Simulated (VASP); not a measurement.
# PbO2 (Cmce) in VASP: single point with PBE

Aim: the single point of PbO2 with PBE.

All numbers are computed with VASP 6.6.1; they aren't measurements. Logs are shortened: lines on timing, memory, paths and dates and some standing lists are left out, and cuts for length are marked.

### 1 The cell of the first run

It takes space group Cmce (No. 64, orthorhombic). The conventional cell has a = 5.423 Å, b = 5.461 Å, c = 5.384 Å, α = 90.00°, β = 90.00°, γ = 90.00°. Within 3.0 Å of Pb (site symmetry 2/m) lie 8 O at 2.26 to 2.45 Å. O (site symmetry 2) has 4 Pb at 2.26 to 2.45 Å and 6 O at 2.71 to 2.73 Å within 3.0 Å.

### 2 Single point, PBE

POSCAR reads:

```
PbO2
1.0
    2.7116962523     -2.7302847278      0.0000000000
    2.7116962523      2.7302847278      0.0000000000
    0.0000000000      0.0000000000      5.3842035711
Pb O
2 4
Direct
    0.0000000000      0.0000000000      0.0000000000
    0.5000000000      0.5000000000      0.5000000000
    0.5299569820      0.9700430180      0.2500000000
    0.9700430180      0.5299569820      0.7500000000
    0.4700430180      0.0299569820      0.7500000000
    0.0299569820      0.4700430180      0.2500000000
```

INCAR.step1 reads:

```
SYSTEM = PbO2
  ALGO = Normal
  EDIFF = 1E-6
  ENCUT = 520
  GGA = PE
  ISIF = 2
  ISMEAR = 0
  LASPH = .True.
  LCHARG = .True.
  LREAL = .False.
  LWAVE = .False.
  NBANDS = 35
  NELM = 80
  PREC = Accurate
  SIGMA = 0.1
```

KPOINTS.step1 reads:

```
k-points
0
Gamma
  10 10 8
  0 0 0
```

INCAR.step2 reads:

```
SYSTEM = PbO2
  ALGO = Normal
  EDIFF = 1E-6
  ENCUT = 520
  GGA = PE
  ICHARG = 11
  ISIF = 2
  ISMEAR = -5
  LASPH = .True.
  LCHARG = .False.
  LORBIT = 11
  LREAL = .False.
  LWAVE = .False.
  NEDOS = 2001
  NELM = 80
  PREC = Accurate
  SIGMA = 0.1
```

KPOINTS.step2 reads:

```
k-points
0
Gamma
  15 15 12
  0 0 0
```

Potentials or basis: VASP PAW PBE potentials, release 64 (Pb_d, O).

Command:

```sh
> cat potpaw_PBE.64/Pb_d/POTCAR potpaw_PBE.64/O/POTCAR > POTCAR
> cp INCAR.step1 INCAR
> cp KPOINTS.step1 KPOINTS
> mpirun -np 1 vasp_std > vasp.out
> cp INCAR.step2 INCAR
> cp KPOINTS.step2 KPOINTS
> mpirun -np 1 vasp_std > vasp.out
```

OUTCAR:

```text
SYSTEM = PbO2
   EDIFF = 1E-6
   ENCUT = 520
   GGA = PE
   ICHARG = 11
   ISIF = 2
   ISMEAR = -5
   LASPH = .True.
   LORBIT = 11
   LREAL = .False.
   NELM = 80
   PREC = Accurate

 ion  position               nearest neighbor table
   1  0.000  0.000  0.000-   3 2.26   4 2.26   5 2.26   6 2.26   3 2.45   4 2.45   6 2.45   5 2.45
                             2 3.82   2 3.82   2 3.82   2 3.82   2 3.83   2 3.83   2 3.83   2 3.83
   2  0.500  0.500  0.500-   3 2.26   4 2.26   5 2.26   6 2.26   6 2.45   5 2.45   3 2.45   4 2.45
                             1 3.82   1 3.82   1 3.82   1 3.82   1 3.83   1 3.83   1 3.83   1 3.83
   3  0.530  0.970  0.250-   1 2.26   2 2.26   2 2.45   1 2.45
   4  0.970  0.530  0.750-   1 2.26   2 2.26   2 2.45   1 2.45
   5  0.470  0.030  0.750-   1 2.26   2 2.26   1 2.45   2 2.45
   6  0.030  0.470  0.250-   1 2.26   2 2.26   1 2.45   2 2.45

  LATTYP: Found a base centered orthorhombic cell.
 ALAT       =     5.4233925046
 B/A-ratio  =     1.0068549254
 C/A-ratio  =     0.9927740923

  Lattice vectors:

 A1 = (   2.7116962523,  -2.7302847278,   0.0000000000)
 A2 = (   2.7116962523,   2.7302847278,   0.0000000000)
 A3 = (   0.0000000000,   0.0000000000,   5.3842035711)

Analysis of symmetry for initial positions (statically):
=====================================================================
 Subroutine PRICEL returns:
 Original cell was already a primitive cell.

 Routine SETGRP: Setting up the symmetry group for a
 base centered orthorhombic supercell.

 Subroutine GETGRP returns: Found  8 space group operations
 (whereof  4 operations were pure point group operations)
 out of a pool of  8 trial point group operations.

The static configuration has the point symmetry C_2h.
 The point group associated with its full space group is D_2h.

Analysis of symmetry for dynamics (positions and initial velocities):
=====================================================================
 Subroutine PRICEL returns:
 Original cell was already a primitive cell.

 Routine SETGRP: Setting up the symmetry group for a
 base centered orthorhombic supercell.

 Subroutine GETGRP returns: Found  8 space group operations
 (whereof  4 operations were pure point group operations)
 out of a pool of  8 trial point group operations.

The dynamic configuration has the point symmetry C_2h.
 The point group associated with its full space group is D_2h.

 Subroutine INISYM returns: Found  8 space group operations
 (whereof  4 operations are pure point group operations),
 and found     1 'primitive' translations

----------------------------------------------------------------------------------------

                                     Primitive cell

  volume of cell :      79.7261

  direct lattice vectors                    reciprocal lattice vectors
     2.711696252 -2.730284728  0.000000000     0.184386433 -0.183131083  0.000000000
     2.711696252  2.730284728  0.000000000     0.184386433  0.183131083  0.000000000
     0.000000000  0.000000000  5.384203571     0.000000000  0.000000000  0.185728490

  length of vectors
     3.848084102  3.848084102  5.384203571     0.259875644  0.259875644  0.185728490

  position of ions in fractional coordinates (direct lattice)
     0.000000000  0.000000000  0.000000000
     0.500000000  0.500000000  0.500000000
     0.529956982  0.970043018  0.250000000
     0.970043018  0.529956982  0.750000000
     0.470043018  0.029956982  0.750000000
     0.029956982  0.470043018  0.250000000

  ion indices of the primitive-cell ions
   primitive index   ion index
                 1           1
                 2           2
                 3           3
                 4           4
                 5           5
                 6           6

----------------------------------------------------------------------------------------

 KPOINTS: k-points

Automatic generation of k-mesh.
 Grid dimensions read from file:
 generate k-points for:   15   15   12

 Generating k-lattice:

  Cartesian coordinates                     Fractional coordinates (reciprocal lattice)
     0.012292429 -0.012208739  0.000000000     0.066666667  0.000000000  0.000000000
     0.012292429  0.012208739  0.000000000     0.000000000  0.066666667  0.000000000
     0.000000000  0.000000000  0.015477374     0.000000000  0.000000000  0.083333333

  Length of vectors
     0.017325043  0.017325043  0.015477374

  Shift w.r.t. Gamma in fractional coordinates (k-lattice)
     0.000000000  0.000000000  0.000000000

 TETIRR: Found   4050 inequivalent tetrahedra from    16200

 Subroutine IBZKPT returns following result:
 ===========================================

 Found    448 irreducible k-points:

 Following reciprocal coordinates:
            Coordinates               Weight
  0.000000  0.000000  0.000000      1.000000
  0.066667 -0.000000  0.000000      4.000000
  0.133333  0.000000  0.000000      4.000000
  0.200000 -0.000000  0.000000      4.000000
  0.266667  0.000000  0.000000      4.000000
  0.333333 -0.000000  0.000000      4.000000
[... 16 lines left out ...]
  0.133333  0.133333  0.000000      2.000000
  0.200000  0.133333  0.000000      4.000000
 [... further k-points ...]
   k-points           NKPTS =    448   k-points in BZ     NKDIM =    448   number of bands    NBANDS=     31
   number of dos      NEDOS =   2001   number of ions     NIONS =      6
   total plane-waves  NPLWV =  36000
   dimension x,y,z NGX =    30 NGY =   30 NGZ =   40
   dimension x,y,z NGXF=    60 NGYF=   60 NGZF=   80
   ions per type =               2   4
   NGX,Y,Z   is equivalent  to a cutoff of  12.96, 12.96, 12.35 a.u.
   NGXF,Y,Z  is equivalent  to a cutoff of  25.92, 25.92, 24.70 a.u.
 SYSTEM =  PbO2
   PREC   = accura    normal or accurate (medium, high low for compatibility)
   ISTART =      0    job   : 0-new  1-cont  2-samecut
   ICHARG =     11    charge: 1-file 2-atom 10-const
   ISPIN  =      1    spin polarized calculation?
   LNONCOLLINEAR =      F non collinear calculations
   LSORBIT =      F    spin-orbit coupling
   LASPH  =      T    aspherical Exc in radial PAW
   ENCUT  =  520.0 eV  38.22 Ry    6.18 a.u.   7.15  7.15 10.01*2*pi/ulx,y,z
   NELM   =     80;   NELMIN=  2; NELMDL=  0     # of ELM steps
   EDIFF  = 0.1E-05   stopping-criterion for ELM
   LREAL  =      F    real-space projection
   EDIFFG = 0.1E-04   stopping-criterion for IOM
   NSW    =      0    number of steps for IOM
   IBRION =     -1    ionic relax: 0-MD 1-quasi-New 2-CG
   NFREE  =      0    steps in history (QN), initial steepest desc. (CG)
   ISIF   =      2    stress and relaxation
   ISYM   =      2    0-nonsym 1-usesym 2-fastsym
   POTIM  = 0.5000    time-step for ionic-motion
   TEBEG  =    0.0;   TEEND  =   0.0 temperature during run
   PSTRESS=    0.0 pullay stress
   NELECT =      52.0000    total number of electrons
   NUPDOWN=      -1.0000    fix difference up-down
   EMIN   =  10.00;   EMAX   =-10.00  energy-range for DOS
   EFERMI =   0.00;   METHOD = LEGACY
   ISMEAR =    -5;   SIGMA  =   0.10  broadening in eV -4-tet -1-fermi 0-gaus
   EFERMI_NEDOS =   21; number of points for ismear=-14 and -15
   IALGO  =     38    algorithm
   IMIX   =      4    mixing-type and parameters
     AMIX     =   0.40;   BMIX     =  1.00
     AMIX_MAG =   1.60;   BMIX_MAG =  1.00
  volume/ion in A,a.u.               =      13.29        89.67
  Fermi-wavevector in a.u.,A,eV,Ry     =   1.419741  2.682921 27.424781  2.015665
  Thomas-Fermi vector in A             =   2.540730
   LORBIT       =     11    0 simple, 1 ext, 2 COOP (PROOUT), +10 PAW based schemes
   GGA     = PE    functional components
   LHFCALC =     F    Hartree Fock is set to
   AEXX    =    0.0000 exact exchange contribution
   IVDW    =     0    specifies the selected vdW correction
   LEPSILON=     F    determine dielectric tensor
   LRPA    =     F    only Hartree local field effects (RPA)
 non-spin polarized calculation
 Fermi weights with tetrahedron method with Bloechl corrections
  energy-cutoff  :      520.00
  volume of cell :       79.73
 maximum number of plane-waves:      2168
 NGX is ok and might be reduce to    30

 number of electron      51.9999994 magnetization

 Free energy of the ion-electron system (eV)
  ---------------------------------------------------
  ext. energy  EPLUGINS =         0.00000000
  ---------------------------------------------------
  free energy    TOTEN  =       -31.23409756 eV

  energy without entropy =      -31.23409756  energy(sigma->0) =      -31.23409756

 E-fermi :   5.4289     XC(G=0): -11.0863

 val. band max:        5.4411848756   @ k =  -0.4667   0.4667   0.4167
 cond. band min:       5.4085914759   @ k =   0.0667  -0.0000   0.1667
 fundamental gap:     -0.0325933997
 Fermi energy:         5.4288699812

 k-point     1 :       0.0000    0.0000    0.0000
  band No.  band energies     occupation
      1     -12.9999      2.00000
      2     -12.2942      2.00000
      3     -11.5846      2.00000
      4     -10.2646      2.00000
      5     -10.2160      2.00000
      6     -10.2130      2.00000
[... 23 lines left out ...]
     30      12.1095      0.00000
     31      12.5897      0.00000

 k-point     2 :       0.0667   -0.0000    0.0000
  band No.  band energies     occupation
      1     -12.9766      2.00000
      2     -12.2863      2.00000
      3     -11.6093      2.00000
      4     -10.5242      2.00000
      5     -10.2039      2.00000
      6     -10.1983      2.00000
[... 23 lines left out ...]
     30      12.1948      0.00000
     31      12.5630      0.00000

 k-point     3 :       0.1333    0.0000    0.0000
  band No.  band energies     occupation
      1     -12.9087      2.00000
      2     -12.2642      2.00000
      3     -11.6722      2.00000
      4     -10.8008      2.00000
      5     -10.1884      2.00000
      6     -10.1806      2.00000
[... 703 lines left out ...]
     30      12.1994      0.00000
     31      12.7112      0.00000

 k-point    24 :       0.2000    0.1333    0.0000
  band No.  band energies     occupation
      1     -12.7010      2.00000
      2     -12.1786      2.00000
      3     -11.8446      2.00000
      4     -11.2701      2.00000
      5     -10.1307      2.00000
      6     -10.1203      2.00000
[... 23 lines left out ...]
     30      12.5854      0.00000
     31      12.9965      0.00000

 [... further k-points ...]
[... 5 lines left out ...]
  --------------------------------------------------------------------------------------
  -------------------------------------------------------------------------------------
  Total        0.0660382      0.0345918      0.0539010      0.0000000     -0.0000000      0.0000000
  in kB        1.3271045      0.6951584      1.0831965      0.0000000     -0.0000000      0.0000000
  external PRESSURE =       1.0351531 kB  Pullay stress =       0.0000000 kB

 VOLUME and BASIS-vectors are now :
 -----------------------------------------------------------------------------
  energy-cutoff  :      520.00
  volume of cell :       79.73
      direct lattice vectors                 reciprocal lattice vectors
     2.711696252 -2.730284728  0.000000000     0.184386433 -0.183131083  0.000000000
     2.711696252  2.730284728  0.000000000     0.184386433  0.183131083  0.000000000
     0.000000000  0.000000000  5.384203571     0.000000000  0.000000000  0.185728490

 POSITION                                       TOTAL-FORCE (eV/Angst)
 -----------------------------------------------------------------------------------
      0.00000      0.00000      0.00000        -0.000000     -0.000000      0.000000
      2.71170      0.00000      2.69210         0.000000      0.000000      0.000000
      4.06754      1.20156      1.34605         0.000000      0.014437      0.000000
      4.06754     -1.20156      4.03815         0.000000     -0.014437      0.000000
      1.35585     -1.20156      4.03815         0.000000     -0.014437     -0.000000
      1.35585      1.20156      1.34605         0.000000      0.014437      0.000000
 -----------------------------------------------------------------------------------
    total drift:                                0.000000      0.000000      0.000000

  FREE ENERGIE OF THE ION-ELECTRON SYSTEM (eV)
  ---------------------------------------------------
  free  energy   TOTEN  =       -31.2340975621 eV

  energy  without entropy=      -31.2340975621  energy(sigma->0) =      -31.23409756

 total charge

# of ion       s       p       d       tot
------------------------------------------
    1        1.065   0.664   9.977  11.706
    2        1.065   0.664   9.977  11.706
    3        1.592   3.344   0.000   4.936
    4        1.592   3.344   0.000   4.936
    5        1.592   3.344   0.000   4.936
    6        1.592   3.344   0.000   4.936
--------------------------------------------------
tot          8.498  14.702  19.954  43.155
```

It took 31 min on 1 thread of Intel Xeon 8259CL, shared host; peak memory 0.84 GiB.

Results:

* Valence electrons inside the program's atomic spheres: Pb 11.71; O 4.94

Caveat: spin-orbit coupling is left out, which moves the levels of the heavy elements.
